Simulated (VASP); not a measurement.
# Si (I4/mmm) in VASP: single point with LDA

Aim: the single point of Si with LDA.

Everything below comes from runs of VASP 6.6.1. Logs are shortened: lines on timing, memory, paths and dates and some standing lists are left out, and cuts for length are marked.

**1. The cell of the first run**

The structure is tetragonal, space group I4/mmm (No. 139). The conventional cell has a = 4.136 Å, b = 4.136 Å, c = 9.417 Å, α = 90.00°, β = 90.00°, γ = 90.00°. Si (site symmetry 4mm) has 1 Si at 2.30 Å within 3.0 Å.

**2. Single point, LDA**

Contents of INCAR:

```
PREC = Accurate ; ENCUT = 500
EDIFF = 1E-6 ; ISMEAR = -1
SIGMA = 0.05 ; LREAL = F
LASPH = T ; NELM = 120
ALGO = Normal ; ISIF = 2
LWAVE = F ; LCHARG = F
NBANDS = 11 ; GGA_COMPAT = F
```

Contents of KPOINTS:

```
regular mesh
0
Gamma
  8 8 8
```

Contents of POSCAR:

```
Si
1.0
   -2.0678500000      2.0678500000      4.7084500000
    2.0678500000     -2.0678500000      4.7084500000
    2.0678500000      2.0678500000     -4.7084500000
Si
2
Direct
    0.3780000000      0.3780000000      0.0000000000
    0.6220000000      0.6220000000      0.0000000000
```

Potentials or basis: VASP PAW LDA potentials, release 64 (Si).

Started as:

```
cat potpaw_LDA.64/Si/POTCAR > POTCAR
mpirun -np 1 vasp_std > vasp.out
```

OUTCAR:

```text
PREC = Accurate
   ENCUT = 500
   EDIFF = 1E-6
   ISMEAR = -1
   LREAL = F
   LASPH = T
   NELM = 120
   ISIF = 2

 ion  position               nearest neighbor table
   1  0.378  0.378  0.000-   2 2.30
   2  0.622  0.622  0.000-   1 2.30

  LATTYP: Found a body centered tetragonal cell.
 ALAT       =     4.1357000000
 C/A-ratio  =     2.2769785042

  Lattice vectors:

 A1 = (  -2.0678500000,   2.0678500000,   4.7084500000)
 A2 = (   2.0678500000,  -2.0678500000,   4.7084500000)
 A3 = (   2.0678500000,   2.0678500000,  -4.7084500000)

Analysis of symmetry for initial positions (statically):
=====================================================================
 Subroutine PRICEL returns:
 Original cell was already a primitive cell.

 Routine SETGRP: Setting up the symmetry group for a
 body centered tetragonal supercell.

 Subroutine GETGRP returns: Found 16 space group operations
 (whereof 16 operations were pure point group operations)
 out of a pool of 16 trial point group operations.

The static configuration has the point symmetry D_4h.

Analysis of symmetry for dynamics (positions and initial velocities):
=====================================================================
 Subroutine PRICEL returns:
 Original cell was already a primitive cell.

 Routine SETGRP: Setting up the symmetry group for a
 body centered tetragonal supercell.

 Subroutine GETGRP returns: Found 16 space group operations
 (whereof 16 operations were pure point group operations)
 out of a pool of 16 trial point group operations.

The dynamic configuration has the point symmetry D_4h.

 Subroutine INISYM returns: Found 16 space group operations
 (whereof 16 operations are pure point group operations),
 and found     1 'primitive' translations

----------------------------------------------------------------------------------------

                                     Primitive cell

  volume of cell :      80.5334

  direct lattice vectors                    reciprocal lattice vectors
    -2.067850000  2.067850000  4.708450000     0.000000000  0.241797036  0.106192059
     2.067850000 -2.067850000  4.708450000     0.241797036  0.000000000  0.106192059
     2.067850000  2.067850000 -4.708450000     0.241797036  0.241797036  0.000000000

  length of vectors
     5.542698679  5.542698679  5.542698679     0.264088167  0.264088167  0.341952647

  position of ions in fractional coordinates (direct lattice)
     0.378000000  0.378000000  0.000000000
     0.622000000  0.622000000  0.000000000

  ion indices of the primitive-cell ions
   primitive index   ion index
                 1           1
                 2           2

----------------------------------------------------------------------------------------

 KPOINTS: regular mesh

Automatic generation of k-mesh.
 Grid dimensions read from file:
 generate k-points for:    8    8    8

 Generating k-lattice:

  Cartesian coordinates                     Fractional coordinates (reciprocal lattice)
     0.000000000  0.030224629  0.013274007     0.125000000  0.000000000 -0.000000000
     0.030224629  0.000000000  0.013274007     0.000000000  0.125000000 -0.000000000
     0.030224629  0.030224629  0.000000000     0.000000000  0.000000000  0.125000000

  Length of vectors
     0.033011021  0.033011021  0.042744081

  Shift w.r.t. Gamma in fractional coordinates (k-lattice)
     0.000000000  0.000000000  0.000000000

 Subroutine IBZKPT returns following result:
 ===========================================

 Found     59 irreducible k-points:

 Following reciprocal coordinates:
            Coordinates               Weight
  0.000000  0.000000  0.000000      1.000000
  0.125000  0.000000 -0.000000      8.000000
  0.250000  0.000000 -0.000000      8.000000
  0.375000  0.000000  0.000000      8.000000
  0.500000  0.000000 -0.000000      4.000000
  0.125000  0.125000 -0.000000      8.000000
[... 16 lines left out ...]
  0.250000  0.125000  0.125000     16.000000
  0.375000  0.125000  0.125000      8.000000
 [... further k-points ...]
   k-points           NKPTS =     59   k-points in BZ     NKDIM =     59   number of bands    NBANDS=     11
   number of dos      NEDOS =    301   number of ions     NIONS =      2
   total plane-waves  NPLWV =  64000
   dimension x,y,z NGX =    40 NGY =   40 NGZ =   40
   dimension x,y,z NGXF=    80 NGYF=   80 NGZF=   80
   ions per type =               2
   NGX,Y,Z   is equivalent  to a cutoff of  12.00, 12.00, 12.00 a.u.
   NGXF,Y,Z  is equivalent  to a cutoff of  23.99, 23.99, 23.99 a.u.
 SYSTEM =  unknown system
   PREC   = accura    normal or accurate (medium, high low for compatibility)
   ISTART =      0    job   : 0-new  1-cont  2-samecut
   ICHARG =      2    charge: 1-file 2-atom 10-const
   ISPIN  =      1    spin polarized calculation?
   LNONCOLLINEAR =      F non collinear calculations
   LSORBIT =      F    spin-orbit coupling
   LASPH  =      T    aspherical Exc in radial PAW
   ENCUT  =  500.0 eV  36.75 Ry    6.06 a.u.  10.11 10.11 10.11*2*pi/ulx,y,z
   NELM   =    120;   NELMIN=  2; NELMDL= -5     # of ELM steps
   EDIFF  = 0.1E-05   stopping-criterion for ELM
   LREAL  =      F    real-space projection
   EDIFFG = 0.1E-04   stopping-criterion for IOM
   NSW    =      0    number of steps for IOM
   IBRION =     -1    ionic relax: 0-MD 1-quasi-New 2-CG
   NFREE  =      0    steps in history (QN), initial steepest desc. (CG)
   ISIF   =      2    stress and relaxation
   ISYM   =      2    0-nonsym 1-usesym 2-fastsym
   POTIM  = 0.5000    time-step for ionic-motion
   TEBEG  =    0.0;   TEEND  =   0.0 temperature during run
   PSTRESS=    0.0 pullay stress
   NELECT =       8.0000    total number of electrons
   NUPDOWN=      -1.0000    fix difference up-down
   EMIN   =  10.00;   EMAX   =-10.00  energy-range for DOS
   EFERMI =   0.00;   METHOD = LEGACY
   ISMEAR =    -1;   SIGMA  =   0.05  broadening in eV -4-tet -1-fermi 0-gaus
   EFERMI_NEDOS =   21; number of points for ismear=-14 and -15
   IALGO  =     38    algorithm
   IMIX   =      4    mixing-type and parameters
     AMIX     =   0.40;   BMIX     =  1.00
     AMIX_MAG =   1.60;   BMIX_MAG =  1.00
  volume/ion in A,a.u.               =      40.27       271.73
  Fermi-wavevector in a.u.,A,eV,Ry     =   0.758193  1.432776  7.821389  0.574856
  Thomas-Fermi vector in A             =   1.856708
   LORBIT       =      0    0 simple, 1 ext, 2 COOP (PROOUT), +10 PAW based schemes
   GGA     = CA    functional components
   LHFCALC =     F    Hartree Fock is set to
   AEXX    =    0.0000 exact exchange contribution
   IVDW    =     0    specifies the selected vdW correction
   LEPSILON=     F    determine dielectric tensor
   LRPA    =     F    only Hartree local field effects (RPA)
 non-spin polarized calculation
  energy-cutoff  :      500.00
  volume of cell :       80.53
 maximum number of plane-waves:      2074
   NGX = 21   NGY = 21   NGZ = 21

 number of electron       8.0000000 magnetization

 Free energy of the ion-electron system (eV)
  ---------------------------------------------------
  ext. energy  EPLUGINS =         0.00000000
  ---------------------------------------------------
  free energy    TOTEN  =        -7.29007970 eV

  energy without entropy =       -7.27117489  energy(sigma->0) =       -7.28062729

 E-fermi :   0.4064     XC(G=0):  -7.3415

 val. band max:        0.3784350861   @ k =   0.1250   0.1250   0.1250
 cond. band min:       0.4256803025   @ k =  -0.3750   0.5000   0.2500
 fundamental gap:      0.0472452163
 Fermi energy:         0.4063764723

 k-point     1 :       0.0000    0.0000    0.0000
  band No.  band energies     occupation
      1      -8.2570      2.00000
      2      -3.2193      2.00000
      3      -1.5737      2.00000
      4       1.5554      0.00000
      5       1.5554      0.00000
      6       2.7233      0.00000
      7       2.7233      0.00000
      8       5.0550      0.00000
      9       5.7919      0.00000
     10       6.9432      0.00000
     11       7.1687      0.00000

 k-point     2 :       0.1250    0.0000   -0.0000
  band No.  band energies     occupation
      1      -8.1751      2.00000
      2      -3.4037      2.00000
      3      -1.3705      2.00000
      4       1.0748      0.00000
      5       1.5161      0.00000
      6       2.3698      0.00000
      7       2.8954      0.00000
      8       5.2398      0.00000
      9       6.3208      0.00000
     10       7.1300      0.00000
     11       7.9372      0.00000

 k-point     3 :       0.2500    0.0000   -0.0000
  band No.  band energies     occupation
      1      -7.9573      2.00000
      2      -3.7635      2.00000
      3      -1.0722      2.00000
      4       0.1407      1.99019
      5       1.4636      0.00000
      6       2.1249      0.00000
      7       3.2882      0.00000
      8       5.4949      0.00000
      9       6.8967      0.00000
     10       8.2216      0.00000
     11       8.5114      0.00000

 k-point     4 :       0.3750    0.0000    0.0000
  band No.  band energies     occupation
      1      -7.7008      2.00000
      2      -4.0962      2.00000
      3      -0.9918      2.00000
      4      -0.5890      2.00000
      5       1.4475      0.00000
      6       2.4213      0.00000
      7       3.6741      0.00000
      8       5.7509      0.00000
      9       6.7376      0.00000
     10       7.6582      0.00000
     11       8.6111      0.00000

 k-point     5 :       0.5000    0.0000   -0.0000
  band No.  band energies     occupation
      1      -7.5784      2.00000
      2      -4.2417      2.00000
      3      -1.0038      2.00000
      4      -0.8551      2.00000
      5       1.4484      0.00000
      6       2.7231      0.00000
      7       3.8343      0.00000
      8       5.8593      0.00000
      9       6.3586      0.00000
     10       7.3399      0.00000
     11       8.7629      0.00000
[... 211 lines left out ...]
 k-point    21 :       0.5000    0.5000   -0.0000
  band No.  band energies     occupation
      1      -7.2286      2.00000
      2      -3.6273      2.00000
      3      -1.3400      2.00000
      4      -0.1673      1.99998
      5       0.0287      1.99895
      6       0.5133      0.21095
      7       3.4375      0.00000
      8       5.1646      0.00000
      9       5.4276      0.00000
     10       6.4485      0.00000
     11      10.6803      0.00000

 k-point    22 :       0.1250    0.1250    0.1250
  band No.  band energies     occupation
      1      -7.7422      2.00000
      2      -3.6867      2.00000
      3      -1.0652      2.00000
      4       0.2054      1.96471
      5       0.3784      1.27236
      6       1.8245      0.00000
      7       2.6811      0.00000
      8       6.2203      0.00000
      9       6.7138      0.00000
     10       8.7352      0.00000
     11       8.9570      0.00000

 k-point    23 :       0.2500    0.1250    0.1250
  band No.  band energies     occupation
      1      -7.5180      2.00000
      2      -3.8874      2.00000
      3      -0.9141      2.00000
      4      -0.4353      2.00000
      5       0.2690      1.87962
      6       2.0282      0.00000
      7       2.8120      0.00000
      8       5.5778      0.00000
      9       6.6841      0.00000
     10       8.6331      0.00000
     11       9.0956      0.00000

 k-point    24 :       0.3750    0.1250    0.1250
  band No.  band energies     occupation
      1      -7.4136      2.00000
      2      -3.9759      2.00000
      3      -0.9238      2.00000
      4      -0.6671      2.00000
      5       0.2624      1.89373
      6       2.4602      0.00000
      7       2.5878      0.00000
      8       5.1783      0.00000
      9       7.2218      0.00000
     10       7.9752      0.00000
     11       8.8487      0.00000

 [... further k-points ...]

------------------------ aborting loop because EDIFF is reached ----------------------------------------

  FORCE on cell =-STRESS in cart. coord.  units (eV):
  Direction    XX          YY          ZZ          XY          YZ          ZX
  --------------------------------------------------------------------------------------
  -------------------------------------------------------------------------------------
  Total       -3.5998833     -3.5998833     -2.9047746      0.0000000      0.0000000      0.0000000
  in kB      -71.6181323    -71.6181323    -57.7892417      0.0000000      0.0000000      0.0000000
  external PRESSURE =     -67.0085021 kB  Pullay stress =       0.0000000 kB

 VOLUME and BASIS-vectors are now :
 -----------------------------------------------------------------------------
  energy-cutoff  :      500.00
  volume of cell :       80.53
      direct lattice vectors                 reciprocal lattice vectors
    -2.067850000  2.067850000  4.708450000     0.000000000  0.241797036  0.106192059
     2.067850000 -2.067850000  4.708450000     0.241797036  0.000000000  0.106192059
     2.067850000  2.067850000 -4.708450000     0.241797036  0.241797036  0.000000000

 POSITION                                       TOTAL-FORCE (eV/Angst)
 -----------------------------------------------------------------------------------
      0.00000      0.00000      3.55959        -0.000000     -0.000000     -0.543859
      0.00000      0.00000      5.85731         0.000000      0.000000      0.543859
 -----------------------------------------------------------------------------------
    total drift:                                0.000000     -0.000000      0.000000

  FREE ENERGIE OF THE ION-ELECTRON SYSTEM (eV)
  ---------------------------------------------------
  free  energy   TOTEN  =        -7.2900796974 eV

  energy  without entropy=       -7.2711748900  energy(sigma->0) =       -7.28062729
```

Wall time 86 s (1 thread of Intel Xeon 8259CL, shared host); peak memory 0.2 GiB.

Results:

```yaml
Free_energy: -7.2901 eV
Pressure: -6.7 GPa
Largest_force: 0.544 eV/Å
Band_gap_on_the_k_mesh: zero (bands 4 and 5 overlap by 1.62 eV)
```

Forces on the atoms (eV/Å):
```
Si   0.000  0.000 -0.544
Si   0.000  0.000  0.544
```

Levels at points of the mesh, in eV from the Fermi level:
| k point | band 2 | band 3 | band 4 | band 5 | band 6 | band 7 |
| --- | --- | --- | --- | --- | --- | --- |
| (0.00, 0.00, 0.00) | -3.63 | -1.98 | 1.15 | 1.15 | 2.32 | 2.32 |
| (0.50, 0.00, 0.00) | -4.65 | -1.41 | -1.26 | 1.04 | 2.32 | 3.43 |
| (0.50, 0.50, 0.00) | -4.03 | -1.75 | -0.57 | -0.38 | 0.11 | 3.03 |
| (0.50, 0.50, 0.50) | -5.96 | 0.33 | 0.33 | 1.03 | 3.98 | 4.31 |

Caveat: the cell stands under tension.

The gap in the log of VASP goes by the Fermi energy; the results here count the filled bands.